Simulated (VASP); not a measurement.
A run of VASP 6.6.1:

The input INCAR:

```
PREC = Accurate ; ENCUT = 600
EDIFF = 1E-6 ; ISMEAR = -1
SIGMA = 0.05 ; LREAL = False
LASPH = True ; NELM = 60
ALGO = Normal ; ISIF = 3
LWAVE = False ; LCHARG = False
GGA = PS ; IBRION = 2
NSW = 80 ; EDIFFG = -0.005
PSTRESS = 100.0
```

Contents of KPOINTS:

```
Automatic mesh
0
Gamma
  9 9 9
```

File POSCAR:

```
MgS
1.0
    0.0000000000      2.6016500000      2.6016500000
    2.6016500000      0.0000000000      2.6016500000
    2.6016500000      2.6016500000      0.0000000000
S Mg
1 1
Direct
    0.5000000000      0.5000000000      0.5000000000
    0.0000000000      0.0000000000      0.0000000000
```

Potentials or basis: VASP PAW PBE potentials, release 64 (S, Mg).

Command:

```sh
$ cat potpaw_PBE.64/S/POTCAR potpaw_PBE.64/Mg/POTCAR > POTCAR
$ mpirun -np 1 vasp_std > vasp.out
```

Hardware: 1 thread of Intel Xeon 6975P-C, with other jobs on the host.

Question: How long does it take, and how much memory?

Answer: Run time: 35 s on 1 thread of Intel Xeon 6975P-C, with other jobs on the host, peak memory 0.18 GiB. Counts: scf iterations 40, k points 35, ion steps 6.
